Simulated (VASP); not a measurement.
# Mg4HO8 (a cell with a defect) in VASP: single point with LDA

Aim: the single point of Mg4HO8 (a cell with a defect) with LDA.

All numbers are computed with VASP 6.6.1; they aren't measurements. Logs are shortened: lines on timing, memory, paths and dates and some standing lists are left out, and cuts for length are marked.

**1. The cell of the first run**

The cell holds a defect, 13 atoms: a = 4.968 Å, b = 4.968 Å, c = 4.968 Å, α = 77.69°, β = 77.69°, γ = 77.69°.

**2. Single point, LDA**

The input, INCAR:

```
SYSTEM = Mg4HO8
PREC     = Accurate       ! precision mode
ENCUT    = 520            ! plane-wave cutoff, eV
EDIFF    = 1E-6           ! SCF threshold, eV
ISMEAR   = 0              ! smearing method
SIGMA    = 0.05           ! smearing width, eV
LREAL    = .False.        ! projectors in reciprocal space
LASPH    = .True.         ! aspherical terms in the spheres
NELM     = 80             ! most SCF steps
ALGO     = Normal         ! electronic algorithm
ISIF     = 2              ! what is computed and relaxed
LWAVE    = .False.        ! write WAVECAR
LCHARG   = .False.        ! write CHGCAR
GGA      = CA             ! functional
NELECT   = 56.0         
NBANDS   = 40             ! bands
```

The input, KPOINTS:

```
Automatic mesh
0
Gamma
  6 6 6
  0 0 0
```

The input, POSCAR:

```
Mg4HO8
1.0
   -3.1159510607     -1.7989951837      3.4255732540
    3.1159510607     -1.7989951837      3.4255732540
    0.0000000000      3.5979903674      3.4255732540
Mg O H
4 8 1
Direct
    0.0000000000      0.0000000000      0.0000000000
    0.5000000000      0.5000000000      0.0000000000
    0.5000000000      0.0000000000      0.5000000000
    0.0000000000      0.5000000000      0.5000000000
    0.4294242759      0.4294242759      0.4294242759
    0.9294242759      0.9294242759      0.4294242759
    0.9294242759      0.4294242759      0.9294242759
    0.4294242759      0.9294242759      0.9294242759
    0.5705757241      0.5705757241      0.5705757241
    0.0705757241      0.0705757241      0.5705757241
    0.0705757241      0.5705757241      0.0705757241
    0.5705757241      0.0705757241      0.0705757241
    1.0416873991      1.1666873991      0.2916873991
```

Potentials or basis: VASP PAW LDA potentials, release 64 (Mg, O, H).

On the command line:

```bash
$ cat potpaw_LDA.64/Mg/POTCAR potpaw_LDA.64/O/POTCAR potpaw_LDA.64/H/POTCAR > POTCAR
$ mpirun -np 1 vasp_std > vasp.out
```

OUTCAR:

```text
SYSTEM = Mg4HO8
   PREC = Accurate
   ENCUT = 520
   EDIFF = 1E-6
   ISMEAR = 0
   LREAL = .False.
   LASPH = .True.
   NELM = 80
   ISIF = 2
   GGA = CA
   NELECT = 56.0

 ion  position               nearest neighbor table
   1  0.000  0.000  0.000-  13 1.88   8 2.05  11 2.05  12 2.05   7 2.05  10 2.05   6 2.05   2 3.12
                             2 3.12   3 3.12   4 3.12   4 3.12   3 3.12
   2  0.500  0.500  0.000-   7 2.05   8 2.05  11 2.05  12 2.05   5 2.05   9 2.05   1 3.12   1 3.12
                             3 3.12   3 3.12   4 3.12   4 3.12
   3  0.500  0.000  0.500-   5 2.05   6 2.05   9 2.05  10 2.05   8 2.05  12 2.05   4 3.12   4 3.12
                             2 3.12   1 3.12   1 3.12   2 3.12
   4  0.000  0.500  0.500-   5 2.05   6 2.05   9 2.05  10 2.05   7 2.05  11 2.05  13 2.09   3 3.12
                             3 3.12   1 3.12   1 3.12   2 3.12   2 3.12
   5  0.429  0.429  0.429-   9 1.45   4 2.05   3 2.05   2 2.05
   6  0.929  0.929  0.429-  13 1.39  10 1.45   3 2.05   4 2.05   1 2.05
   7  0.929  0.429  0.929-  11 1.45   2 2.05   1 2.05   4 2.05
   8  0.429  0.929  0.929-  12 1.45   2 2.05   1 2.05   3 2.05
   9  0.571  0.571  0.571-   5 1.45   4 2.05   3 2.05   2 2.05
  10  0.071  0.071  0.571-  13 1.39   6 1.45   3 2.05   4 2.05   1 2.05
  11  0.071  0.571  0.071-   7 1.45   2 2.05   1 2.05   4 2.05
  12  0.571  0.071  0.071-   8 1.45   2 2.05   1 2.05   3 2.05
  13  0.042  0.167  0.292-  10 1.39   6 1.39   1 1.88   4 2.09

  LATTYP: Found a trigonal (rhomboedric) cell.
 ALAT       =     4.9679056757
 COS(alpha) =     0.2131996058

  Lattice vectors:

 A1 = (  -3.1159510607,  -1.7989951837,   3.4255732540)
 A2 = (   3.1159510607,  -1.7989951837,   3.4255732540)
 A3 = (   0.0000000000,   3.5979903674,   3.4255732540)

Analysis of symmetry for initial positions (statically):
=====================================================================
 Subroutine PRICEL returns:
 Original cell was already a primitive cell.

 Routine SETGRP: Setting up the symmetry group for a
 trigonal (rhombohedral) supercell.

 Subroutine GETGRP returns: Found  1 space group operations
 (whereof  1 operations were pure point group operations)
 out of a pool of 12 trial point group operations.

The static configuration has the point symmetry C_1 .

Analysis of symmetry for dynamics (positions and initial velocities):
=====================================================================
 Subroutine PRICEL returns:
 Original cell was already a primitive cell.

 Routine SETGRP: Setting up the symmetry group for a
 trigonal (rhombohedral) supercell.

 Subroutine GETGRP returns: Found  1 space group operations
 (whereof  1 operations were pure point group operations)
 out of a pool of 12 trial point group operations.

The dynamic configuration has the point symmetry C_1 .

 Subroutine INISYM returns: Found  1 space group operations
 (whereof  1 operations are pure point group operations),
 and found     1 'primitive' translations

----------------------------------------------------------------------------------------

                                     Primitive cell

  volume of cell :     115.2140

  direct lattice vectors                    reciprocal lattice vectors
    -3.115951061 -1.798995184  3.425573254    -0.160464651 -0.092644310  0.097307314
     3.115951061 -1.798995184  3.425573254     0.160464651 -0.092644310  0.097307314
     0.000000000  3.597990367  3.425573254     0.000000000  0.185288619  0.097307314

  length of vectors
     4.967905676  4.967905676  4.967905676     0.209285895  0.209285895  0.209285895

  position of ions in fractional coordinates (direct lattice)
     0.000000000  0.000000000  0.000000000
     0.500000000  0.500000000  0.000000000
     0.500000000  1.000000000  0.500000000
     1.000000000  0.500000000  0.500000000
     0.429424276  0.429424276  0.429424276
     0.929424276  0.929424276  0.429424276
     0.929424276  0.429424276  0.929424276
     0.429424276  0.929424276  0.929424276
     0.570575724  0.570575724  0.570575724
     0.070575724  0.070575724  0.570575724
     0.070575724  0.570575724  0.070575724
     0.570575724  0.070575724  0.070575724
     0.041687399  0.166687399  0.291687399

  ion indices of the primitive-cell ions
   primitive index   ion index
                 1           1
                 2           2
[... 24 lines left out ...]
     0.026744109 -0.015440718  0.016217886    -0.000000000  0.166666667  0.000000000
     0.000000000  0.030881437  0.016217886     0.000000000  0.000000000  0.166666667

  Length of vectors
     0.034880982  0.034880982  0.034880982

  Shift w.r.t. Gamma in fractional coordinates (k-lattice)
     0.000000000  0.000000000  0.000000000

 Subroutine IBZKPT returns following result:
 ===========================================

 Found    112 irreducible k-points:

 Following reciprocal coordinates:
            Coordinates               Weight
  0.000000  0.000000  0.000000      1.000000
  0.166667 -0.000000  0.000000      2.000000
 -0.000000  0.166667  0.000000      2.000000
  0.000000  0.000000  0.166667      2.000000
  0.333333 -0.000000 -0.000000      2.000000
 -0.000000  0.333333 -0.000000      2.000000
[... 16 lines left out ...]
 -0.166667  0.500000  0.000000      2.000000
  0.166667 -0.000000  0.500000      2.000000
 [... further k-points ...]
   k-points           NKPTS =    112   k-points in BZ     NKDIM =    112   number of bands    NBANDS=     40
   number of dos      NEDOS =    301   number of ions     NIONS =     13
   total plane-waves  NPLWV =  64000
   dimension x,y,z NGX =    40 NGY =   40 NGZ =   40
   dimension x,y,z NGXF=    80 NGYF=   80 NGZF=   80
   ions per type =               4   8   1
   NGX,Y,Z   is equivalent  to a cutoff of  13.39, 13.39, 13.39 a.u.
   NGXF,Y,Z  is equivalent  to a cutoff of  26.77, 26.77, 26.77 a.u.
 SYSTEM =  Mg4HO8
   PREC   = accura    normal or accurate (medium, high low for compatibility)
   ISTART =      0    job   : 0-new  1-cont  2-samecut
   ICHARG =      2    charge: 1-file 2-atom 10-const
   ISPIN  =      1    spin polarized calculation?
   LNONCOLLINEAR =      F non collinear calculations
   LSORBIT =      F    spin-orbit coupling
   LASPH  =      T    aspherical Exc in radial PAW
   ENCUT  =  520.0 eV  38.22 Ry    6.18 a.u.   9.24  9.24  9.24*2*pi/ulx,y,z
   NELM   =     80;   NELMIN=  2; NELMDL= -5     # of ELM steps
   EDIFF  = 0.1E-05   stopping-criterion for ELM
   LREAL  =      F    real-space projection
   EDIFFG = 0.1E-04   stopping-criterion for IOM
   NSW    =      0    number of steps for IOM
   IBRION =     -1    ionic relax: 0-MD 1-quasi-New 2-CG
   NFREE  =      0    steps in history (QN), initial steepest desc. (CG)
   ISIF   =      2    stress and relaxation
   ISYM   =      2    0-nonsym 1-usesym 2-fastsym
   POTIM  = 0.5000    time-step for ionic-motion
   TEBEG  =    0.0;   TEEND  =   0.0 temperature during run
   PSTRESS=    0.0 pullay stress
   NELECT =      56.0000    total number of electrons
   NUPDOWN=      -1.0000    fix difference up-down
   EMIN   =  10.00;   EMAX   =-10.00  energy-range for DOS
   EFERMI =   0.00;   METHOD = LEGACY
   ISMEAR =     0;   SIGMA  =   0.05  broadening in eV -4-tet -1-fermi 0-gaus
   EFERMI_NEDOS =   21; number of points for ismear=-14 and -15
   IALGO  =     38    algorithm
   IMIX   =      4    mixing-type and parameters
     AMIX     =   0.40;   BMIX     =  1.00
     AMIX_MAG =   1.60;   BMIX_MAG =  1.00
  volume/ion in A,a.u.               =       8.86        59.81
  Fermi-wavevector in a.u.,A,eV,Ry     =   1.287170  2.432398 22.542210  1.656806
  Thomas-Fermi vector in A             =   2.419200
   LORBIT       =      0    0 simple, 1 ext, 2 COOP (PROOUT), +10 PAW based schemes
   GGA     = CA    functional components
   LHFCALC =     F    Hartree Fock is set to
   AEXX    =    0.0000 exact exchange contribution
   IVDW    =     0    specifies the selected vdW correction
   LEPSILON=     F    determine dielectric tensor
   LRPA    =     F    only Hartree local field effects (RPA)
 non-spin polarized calculation
 Gauss-broadening in eV      SIGMA  =   0.05
  energy-cutoff  :      520.00
  volume of cell :      115.21
 maximum number of plane-waves:      3126
 NGX is ok and might be reduce to    40
   NGX = 19   NGY = 19   NGZ = 19

 number of electron      55.9999981 magnetization

 Free energy of the ion-electron system (eV)
  ---------------------------------------------------
  ext. energy  EPLUGINS =         0.00000000
  ---------------------------------------------------
  free energy    TOTEN  =       -79.06958322 eV

  energy without entropy =      -79.06958322  energy(sigma->0) =      -79.06958322

 E-fermi :   3.5930     XC(G=0): -11.1998

 val. band max:        3.3897963828   @ k =   0.5000   0.5000   0.5000
 cond. band min:       4.6184325525   @ k =   0.3333   0.3333   0.3333
 fundamental gap:      1.2286361697
 Fermi energy:         3.5929771721

 k-point     1 :       0.0000    0.0000    0.0000
  band No.  band energies     occupation
      1     -20.3533      2.00000
      2     -18.2241      2.00000
      3     -17.6510      2.00000
      4     -17.4064      2.00000
      5     -13.1718      2.00000
      6     -11.7214      2.00000
[... 1021 lines left out ...]
     39      14.0212      0.00000
     40      14.2872      0.00000

 [... further k-points ...]

------------------------ aborting loop because EDIFF is reached ----------------------------------------

  FORCE on cell =-STRESS in cart. coord.  units (eV):
  Direction    XX          YY          ZZ          XY          YZ          ZX
  --------------------------------------------------------------------------------------
  -------------------------------------------------------------------------------------
  Total       -7.9803192    -11.8857169      0.7874088      2.2885466      1.5682417      1.5796430
  in kB     -110.9751414   -165.2840048     10.9497884     31.8247652     21.8081302     21.9666778
  external PRESSURE =     -88.4364526 kB  Pullay stress =       0.0000000 kB

 VOLUME and BASIS-vectors are now :
 -----------------------------------------------------------------------------
  energy-cutoff  :      520.00
  volume of cell :      115.21
      direct lattice vectors                 reciprocal lattice vectors
    -3.115951061 -1.798995184  3.425573254    -0.160464651 -0.092644310  0.097307314
     3.115951061 -1.798995184  3.425573254     0.160464651 -0.092644310  0.097307314
     0.000000000  3.597990367  3.425573254     0.000000000  0.185288619  0.097307314

 POSITION                                       TOTAL-FORCE (eV/Angst)
 -----------------------------------------------------------------------------------
      0.00000      0.00000      0.00000        -0.372526     -0.602611     -1.699538
      0.00000     -1.79900      3.42557         0.032929     -0.105631      0.022455
     -1.55798      0.89950      3.42557        -0.159205      0.145285      0.096648
      1.55798      0.89950      3.42557         0.527002      0.140834      0.821047
      0.00000      0.00000      4.41307        -0.030171      0.003681     -0.317790
      0.00000     -1.79900      7.83865         0.570867     -1.407211     -1.601261
     -1.55798      0.89950      7.83865        -0.358500      0.473223     -0.527685
      1.55798      0.89950      7.83865         0.106797      0.089573     -0.311792
      0.00000      0.00000      5.86365        -0.030647     -0.002179      0.283626
      0.00000      1.79900      2.43807         0.388050     -1.392862      1.692698
      1.55798     -0.89950      2.43807        -0.310807      0.423927      0.584116
     -1.55798     -0.89950      2.43807         0.068180      0.080927      0.379150
      0.38949      0.67462      1.71300        -0.431968      2.153044      0.578325
 -----------------------------------------------------------------------------------
    total drift:                                0.000006     -0.000073      0.000275

  FREE ENERGIE OF THE ION-ELECTRON SYSTEM (eV)
  ---------------------------------------------------
  free  energy   TOTEN  =       -79.0695832237 eV

  energy  without entropy=      -79.0695832237  energy(sigma->0) =      -79.06958322
```

Wall time 15 min (1 thread of Intel Xeon 8259CL, shared host); peak memory 0.48 GiB.

What came out:

```
Free energy   : -79.0696 eV
Largest force : 2.271 eV/Å
```

Forces on the atoms (eV/Å):
```
Mg  -0.373 -0.603 -1.700
Mg   0.033 -0.106  0.022
Mg  -0.159  0.145  0.097
Mg   0.527  0.141  0.821
O   -0.030  0.004 -0.318
O    0.571 -1.407 -1.601
O   -0.358  0.473 -0.528
O    0.107  0.090 -0.312
O   -0.031 -0.002  0.284
O    0.388 -1.393  1.693
O   -0.311  0.424  0.584
O    0.068  0.081  0.379
H   -0.432  2.153  0.578
```

Caveat: the cell carries a net charge on a neutralising background, which shifts energy and pressure; the cell is charged against a uniform background, so pressure and absolute levels hang on convention.
